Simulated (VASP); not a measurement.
# Ru (P6_3/mmc) in VASP: a series of runs

Aim: see how the results for Ru move with the level of theory and the settings. Levels: PBE+D3(BJ), PBE0. Tasks: single point.

All numbers are computed with VASP 6.6.1; they aren't measurements. Logs are shortened: lines on timing, memory, paths and dates and some standing lists are left out, and cuts for length are marked.

**1. The cell of the first run**

Symmetry: P6_3/mmc, No. 194, hexagonal system. Conventional cell: a = 2.669 Å, b = 2.669 Å, c = 4.224 Å, α = 90.00°, β = 90.00°, γ = 120.00°. Ru (site symmetry -6m2) has 12 Ru at 2.61 to 2.67 Å within 3.4 Å.

**2. Single point, PBE+D3(BJ), non-collinear spin, zero start, spin-orbit coupling**

Input file INCAR:

```
SYSTEM = Ru
PREC     = Accurate       ! precision mode
ENCUT    = 520            ! plane-wave cutoff, eV
EDIFF    = 1E-6           ! SCF threshold, eV
ISMEAR   = -1             ! smearing method
SIGMA    = 0.02           ! smearing width, eV
LREAL    = .FALSE.        ! projectors in reciprocal space
LASPH    = .TRUE.         ! aspherical terms in the spheres
NELM     = 150            ! most SCF steps
ALGO     = Normal         ! electronic algorithm
ISIF     = 2              ! what is computed and relaxed
LWAVE    = .FALSE.        ! write WAVECAR
LCHARG   = .TRUE.         ! write CHGCAR
MAGMOM   = 0 0 0 0 0 0    ! initial moments
LORBIT   = 11             ! projections on sites
LSORBIT  = .TRUE.         ! spin-orbit coupling
GGA_COMPAT= .FALSE.      
LORBMOM  = .TRUE.       
LMAXMIX  = 4              ! l up to which the mixer works
GGA      = PE             ! functional
IVDW     = 12             ! dispersion correction
LVHAR    = .TRUE.       
NBANDS   = 40             ! bands
```

Input file KPOINTS:

```
Automatic mesh
0
G
  8 8 5
  0 0 0
```

Input file POSCAR:

```
Ru
1.0
    2.6692306523      0.0000000000      0.0000000000
   -1.3346153261      2.3116215535      0.0000000000
    0.0000000000      0.0000000000      4.2240293924
Ru
2
Direct
    0.6666666667      0.3333333333      0.7500000000
    0.3333333333      0.6666666667      0.2500000000
```

Potentials or basis: VASP PAW PBE potentials, release 64 (Ru_pv).

Command:

```
cat potpaw_PBE.64/Ru_pv/POTCAR > POTCAR
mpirun -np 1 vasp_ncl > vasp.out
```

OUTCAR:

```text
SYSTEM = Ru
   PREC = Accurate
   ENCUT = 520
   EDIFF = 1E-6
   ISMEAR = -1
   LREAL = .FALSE.
   LASPH = .TRUE.
   NELM = 150
   ISIF = 2
   LORBIT = 11
   LSORBIT = .TRUE.
   GGA = PE
   IVDW = 12
 IVDW          = 12

 ion  position               nearest neighbor table
   1  0.667  0.333  0.750-   2 2.61   2 2.61   2 2.61   2 2.61   2 2.61   2 2.61
   2  0.333  0.667  0.250-   1 2.61   1 2.61   1 2.61   1 2.61   1 2.61   1 2.61

  LATTYP: Found a hexagonal cell.
 ALAT       =     2.6692306523
 C/A-ratio  =     1.5824894671

  Lattice vectors:

 A1 = (   2.6692306523,   0.0000000000,   0.0000000000)
 A2 = (  -1.3346153261,   2.3116215535,   0.0000000000)
 A3 = (   0.0000000000,   0.0000000000,   4.2240293924)

Analysis of symmetry for initial positions (statically):
=====================================================================
 Subroutine PRICEL returns:
 Original cell was already a primitive cell.

 Routine SETGRP: Setting up the symmetry group for a
 hexagonal supercell.

 Subroutine GETGRP returns: Found 24 space group operations
 (whereof 12 operations were pure point group operations)
 out of a pool of 24 trial point group operations.

The static configuration has the point symmetry D_3d.
 The point group associated with its full space group is D_6h.

Analysis of symmetry for dynamics (positions and initial velocities):
=====================================================================
 Subroutine PRICEL returns:
 Original cell was already a primitive cell.

 Routine SETGRP: Setting up the symmetry group for a
 hexagonal supercell.

 Subroutine GETGRP returns: Found 24 space group operations
 (whereof 12 operations were pure point group operations)
 out of a pool of 24 trial point group operations.

The dynamic configuration has the point symmetry D_3d.
 The point group associated with its full space group is D_6h.

Analysis of structural, dynamic, and magnetic symmetry:
=====================================================================
 Subroutine PRICEL returns:
 Original cell was already a primitive cell.

 Routine SETGRP: Setting up the symmetry group for a
 hexagonal supercell.

 Subroutine GETGRP returns: Found 24 space group operations
 (whereof 12 operations were pure point group operations)
 out of a pool of 24 trial point group operations.

The overall configuration has the point symmetry D_3d.
 The point group associated with its full space group is D_6h.

[... 1217 lines left out ...]
      1.33462      0.77054      3.16802        -0.000000      0.000000      0.000000
     -0.00000      1.54108      1.05601         0.000000      0.000000     -0.000000
 -----------------------------------------------------------------------------------
    total drift:                                0.000000     -0.000000      0.000000

  FREE ENERGIE OF THE ION-ELECTRON SYSTEM (eV)
  ---------------------------------------------------
  free  energy   TOTEN  =       -19.9915124603 eV

  energy  without entropy=      -19.9892510343  energy(sigma->0) =      -19.99038175

 orbital moment (x)

 # of ion     p       d       tot
 ----------------------------------------
  1         0.000   0.000   0.000
  2         0.000  -0.000  -0.000
 ----------------------------------------
            0.000  -0.000  -0.000

 orbital moment (y)

 # of ion     p       d       tot
 ----------------------------------------
  1        -0.000  -0.000  -0.000
  2        -0.000  -0.000  -0.000
 ----------------------------------------
           -0.000  -0.000  -0.000

 orbital moment (z)

 # of ion     p       d       tot
 ----------------------------------------
  1         0.000   0.000   0.000
  2         0.000   0.000   0.000
 ----------------------------------------
            0.000   0.000   0.000

 Spin-Orbit-Coupling matrix elements

 Ion:    1  E_soc:     -0.2612866
 l=   1
     0.0000000    -0.0362994    -0.0363518
    -0.0362994     0.0000000    -0.0362994
    -0.0363518    -0.0362994     0.0000000
 l=   2
     0.0000000    -0.0014826     0.0000000    -0.0014826    -0.0058100
    -0.0014826     0.0000000    -0.0042060    -0.0015403    -0.0014826
     0.0000000    -0.0042060     0.0000000    -0.0042060     0.0000000
    -0.0014826    -0.0015403    -0.0042060     0.0000000    -0.0014826
    -0.0058100    -0.0014826     0.0000000    -0.0014826     0.0000000
 l=   3
     0.0000000     0.0000000     0.0000000     0.0000000     0.0000000     0.0000000     0.0000000
     0.0000000     0.0000000     0.0000000     0.0000000     0.0000000     0.0000000     0.0000000
     0.0000000     0.0000000     0.0000000     0.0000000     0.0000000     0.0000000     0.0000000
     0.0000000     0.0000000     0.0000000     0.0000000     0.0000000     0.0000000     0.0000000
     0.0000000     0.0000000     0.0000000     0.0000000     0.0000000     0.0000000     0.0000000
     0.0000000     0.0000000     0.0000000     0.0000000     0.0000000     0.0000000     0.0000000
     0.0000000     0.0000000     0.0000000     0.0000000     0.0000000     0.0000000     0.0000000

 Ion:    2  E_soc:     -0.2612866
 l=   1
     0.0000000    -0.0362994    -0.0363518
    -0.0362994     0.0000000    -0.0362994
    -0.0363518    -0.0362994     0.0000000
 l=   2
     0.0000000    -0.0014826     0.0000000    -0.0014826    -0.0058100
    -0.0014826     0.0000000    -0.0042060    -0.0015403    -0.0014826
     0.0000000    -0.0042060     0.0000000    -0.0042060     0.0000000
    -0.0014826    -0.0015403    -0.0042060     0.0000000    -0.0014826
    -0.0058100    -0.0014826     0.0000000    -0.0014826     0.0000000
 l=   3
     0.0000000     0.0000000     0.0000000     0.0000000     0.0000000     0.0000000     0.0000000
     0.0000000     0.0000000     0.0000000     0.0000000     0.0000000     0.0000000     0.0000000
     0.0000000     0.0000000     0.0000000     0.0000000     0.0000000     0.0000000     0.0000000
     0.0000000     0.0000000     0.0000000     0.0000000     0.0000000     0.0000000     0.0000000
     0.0000000     0.0000000     0.0000000     0.0000000     0.0000000     0.0000000     0.0000000
     0.0000000     0.0000000     0.0000000     0.0000000     0.0000000     0.0000000     0.0000000
     0.0000000     0.0000000     0.0000000     0.0000000     0.0000000     0.0000000     0.0000000

 total charge

# of ion       s       p       d       tot
------------------------------------------
    1        0.422   6.342   6.002  12.766
    2        0.422   6.342   6.002  12.766
--------------------------------------------------
tot          0.844  12.683  12.005  25.532

 magnetization (x)

# of ion       s       p       d       tot
------------------------------------------
    1        0.000   0.000   0.000   0.000
    2       -0.000   0.000   0.000   0.000
--------------------------------------------------
tot          0.000   0.000   0.000   0.000

 magnetization (y)

# of ion       s       p       d       tot
------------------------------------------
    1        0.000   0.000  -0.000  -0.000
    2        0.000   0.000  -0.000  -0.000
--------------------------------------------------
tot          0.000   0.000  -0.000  -0.000

 magnetization (z)

# of ion       s       p       d       tot
------------------------------------------
    1        0.000   0.000   0.000   0.000
    2        0.000   0.000   0.000   0.000
--------------------------------------------------
tot          0.000   0.000   0.000   0.000
```

OSZICAR:

```text
N       E                     dE             d eps       ncg     rms          rms(c)
DAV:   1     0.339906245758E+03    0.33991E+03   -0.16700E+04  2424   0.157E+03
DAV:   2    -0.102561221691E+02   -0.35016E+03   -0.33755E+03  2504   0.500E+02
DAV:   3    -0.199060681503E+02   -0.96499E+01   -0.95109E+01  2776   0.938E+01
DAV:   4    -0.199956788128E+02   -0.89611E-01   -0.89485E-01  3032   0.811E+00
DAV:   5    -0.199967901777E+02   -0.11114E-02   -0.11096E-02  2736   0.860E-01    0.196E+01
DAV:   6    -0.187824100235E+02    0.12144E+01   -0.26535E+00  2808   0.167E+01    0.594E+00
DAV:   7    -0.186975222101E+02    0.84888E-01   -0.58038E-01  2768   0.593E+00    0.143E+00
DAV:   8    -0.186928864713E+02    0.46357E-02   -0.15985E-02  2704   0.936E-01    0.803E-01
DAV:   9    -0.186893929920E+02    0.34935E-02   -0.14247E-02  2712   0.131E+00    0.176E-01
DAV:  10    -0.186889387994E+02    0.45419E-03   -0.12971E-03  2712   0.386E-01    0.262E-02
DAV:  11    -0.186889393921E+02   -0.59266E-06   -0.62365E-05  2792   0.749E-02    0.205E-02
DAV:  12    -0.186889362586E+02    0.31335E-05   -0.81211E-06  2720   0.279E-02    0.407E-03
DAV:  13    -0.186889364606E+02   -0.20204E-06   -0.75539E-07  1712   0.830E-03
   1 F= -.19991512E+02 E0= -.19990382E+02  d E =-.226143E-02  mag=    -0.0000     0.0000     0.0000
```

Run time: 31 s. Hardware: 1 thread of Intel Xeon 6975P-C (Granite Rapids), shared host; peak memory 0.22 GiB.

What came out:

| Quantity | Value |
| --- | --- |
| Free energy | -19.9915 eV |
| Pressure | 10.9 GPa |
| Net moment | 0.00 μB per cell |
| Valence electrons inside the program's atomic spheres | Ru 12.77 |
| Dispersion energy per atom | -0.651 eV |

Moments on the atoms (μB; x, y, z):
```
Ru  0.00 0.00 0.00
Ru  0.00 0.00 0.00
```

Caveat: the cell stands under pressure.

**3. Single point, PBE+D3(BJ), non-collinear spin, zero start, spin-orbit coupling**

This run uses another cell than the first one, of 13.30 Å³/atom.

Input file INCAR:

```
PREC = Accurate
ENCUT = 520
EDIFF = 1E-7
ISMEAR = -1
SIGMA = 0.02
LREAL = False
LASPH = True
NELM = 150
ALGO = Normal
ISIF = 2
LWAVE = False
LCHARG = False
MAGMOM = 0 0 0 0 0 0
LORBIT = 11
LSORBIT = True
GGA_COMPAT = False
LORBMOM = True
LMAXMIX = 4
GGA = PE
IVDW = 12
NBANDS = 40
```

Input file KPOINTS:

```
regular mesh
0
Gamma
  8 8 5
```

Input file POSCAR:

```
Ru
1.0
    2.6876397213      0.0000000000      0.0000000000
   -1.3438198606      2.3275642749      0.0000000000
    0.0000000000      0.0000000000      4.2531615502
Ru
2
Direct
    0.6666666667      0.3333333333      0.7500000000
    0.3333333333      0.6666666667      0.2500000000
```

Potentials or basis: VASP PAW PBE potentials, release 64 (Ru_pv).

Command:

```
cat potpaw_PBE.64/Ru_pv/POTCAR > POTCAR
mpirun -np 1 vasp_ncl > vasp.out
```

Wall time 34 s (1 thread of Intel Xeon 6975P-C (Granite Rapids), shared host); peak memory 0.22 GiB.

Results (log left out):

| Item | Value |
| --- | --- |
| Free energy | -20.0158 eV |
| Pressure | 3.3 GPa |
| Net moment | 0.00 μB per cell |
| Valence electrons inside the program's atomic spheres | Ru 12.72 |
| Dispersion energy per atom | -0.637 eV |

Stress tensor (GPa, compression positive):
```
3.49 0.00 0.00
0.00 3.49 0.00
0.00 0.00 2.96
```

Moments on the atoms (μB; x, y, z):
```
Ru  0.00 0.00 0.00
Ru  0.00 0.00 0.00
```

Caveat: the cell stands under pressure.

**4. Single point, PBE+D3(BJ), non-collinear spin, zero start, spin-orbit coupling**

This run uses another cell than the first one, of 13.57 Å³/atom.

Input file INCAR:

```
ALGO = Normal ; EDIFF = 1E-6
ENCUT = 520 ; GGA = PE
GGA_COMPAT = F ; ISIF = 2
ISMEAR = -1 ; IVDW = 12
LASPH = T ; LCHARG = T
LMAXMIX = 4 ; LORBIT = 11
LORBMOM = T ; LREAL = F
LSORBIT = T ; LVHAR = T
LWAVE = F ; MAGMOM = 0 0 0 0 0 0
NBANDS = 40 ; NELM = 150
PREC = Accurate ; SIGMA = 0.02
```

Input file KPOINTS:

```
k-points
0
Gamma
  8 8 5
```

Input file POSCAR:

```
Ru
1.0
    2.7058000000      0.0000000000      0.0000000000
   -1.3529000000      2.3432915376      0.0000000000
    0.0000000000      0.0000000000      4.2819000000
Ru
2
Direct
    0.6666666667      0.3333333333      0.7500000000
    0.3333333333      0.6666666667      0.2500000000
```

Command:

```
cat potpaw_PBE.64/Ru_pv/POTCAR > POTCAR
mpirun -np 1 vasp_ncl > vasp.out
```

It took 32 s on 1 thread of Intel Xeon 6975P-C (Granite Rapids), shared host; peak memory 0.22 GiB.

The run converged. Its results:

| Item | Value |
| --- | --- |
| Free energy | -20.0157 eV |
| Pressure | -3.5 GPa |
| Net moment | 0.00 μB per cell |
| Valence electrons inside the program's atomic spheres | Ru 12.67 |
| Dispersion energy per atom | -0.624 eV |

Stress tensor (GPa, compression positive):
```
-3.16  0.00  0.00
 0.00 -3.16  0.00
 0.00  0.00 -4.06
```

Moments on the atoms (μB; x, y, z):
```
Ru  0.00 0.00 0.00
Ru  0.00 0.00 0.00
```

Caveat: the cell stands under tension.

**5. Single point, PBE+D3(BJ), non-collinear spin, zero start, spin-orbit coupling**

This run uses another cell than the first one, of 14.39 Å³/atom.

Input file INCAR:

```
PREC = Accurate
ENCUT = 520
EDIFF = 1E-7
ISMEAR = -1
SIGMA = 0.02
LREAL = False
LASPH = True
NELM = 150
ALGO = Fast
ISIF = 2
LWAVE = False
LCHARG = False
LNONCOLLINEAR = True
MAGMOM = 0 0 0 0 0 0
LORBIT = 11
LSORBIT = True
GGA_COMPAT = False
LORBMOM = True
LMAXMIX = 4
GGA = PE
IVDW = 12
NBANDS = 40
```

Input file KPOINTS:

```
Automatic mesh
0
Gamma
  8 8 5
```

Input file POSCAR:

```
Ru
1.0
    2.7588683749      0.0000000000      0.0000000000
   -1.3794341875      2.3892500984      0.0000000000
    0.0000000000      0.0000000000      4.3658801443
Ru
2
Direct
    0.6666666667      0.3333333333      0.7500000000
    0.3333333333      0.6666666667      0.2500000000
```

Command:

```
cat potpaw_PBE.64/Ru_pv/POTCAR > POTCAR
mpirun -np 1 vasp_ncl > vasp.out
```

Wall time 48 s (1 thread of Intel Xeon 6975P-C (Granite Rapids), shared host); peak memory 0.25 GiB.

Results (log left out):

| Property | Result |
| --- | --- |
| Free energy | -19.8953 eV |
| Pressure | -19.5 GPa |
| Net moment | 0.00 μB per cell |
| Valence electrons inside the program's atomic spheres | Ru 12.56 |
| Dispersion energy per atom | -0.587 eV |

Stress tensor (GPa, compression positive):
```
-18.90   0.00   0.00
  0.00 -18.90   0.00
  0.00   0.00 -20.69
```

Moments on the atoms (μB; x, y, z):
```
Ru  0.00 0.00 0.00
Ru  0.00 0.00 0.00
```

Caveat: the cell stands under tension.

(Part 1 of 2 ends here.)
